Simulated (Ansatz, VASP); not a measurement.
# One calculation of CdS, two programs

```
CELL_PARAMETERS angstrom
4.16629 0.00000 0.00000
-2.08315 3.60811 0.00000
0.00000 0.00000 6.64404
ATOMIC_POSITIONS crystal
Cd 0.33333 0.66667 0.99789
Cd 0.66667 0.33333 0.49789
S 0.33333 0.66667 0.37911
S 0.66667 0.33333 0.87911
```

Change from the starting cell: strained cell.

Alike in both runs: functional PBEsol; k mesh 6 × 6 × 4; occupations gaussian, width 0.02 eV; no spin polarisation.

Ansatz relaxed the structure, and its values are those at the end. VASP's run is a single point on that final structure, the one shown.

|  | VASP | Ansatz |
| --- | --- | --- |
| version | VASP 6.6.1 | Ansatz 0.2.0 |
| potentials or method | VASP PAW PBE potentials, release 64 (Cd, S), cutoff 520 eV | scalar-relativistic, plane waves, PAW |
| valence electrons in the cell | 36 | 52 |

|  | VASP | Ansatz | Ansatz less VASP |
| --- | --- | --- | --- |
| gap on the k mesh at the Fermi level (eV) | 1.09 | 1.09 | -0.003 |
| least direct gap on the mesh (eV) | 1.09 | 1.09 | -0.003 |
| pressure (GPa) | -0.3 | -0.6 | -0.37 |

VASP's potentials were made for PBE, not for PBEsol, and Ansatz warns of the same on its side. VASP's potentials hold 36 valence electrons a cell and Ansatz's 52, so a difference there can come from the potentials and not from the codes. Ansatz's warnings: stress scf threshold loose.
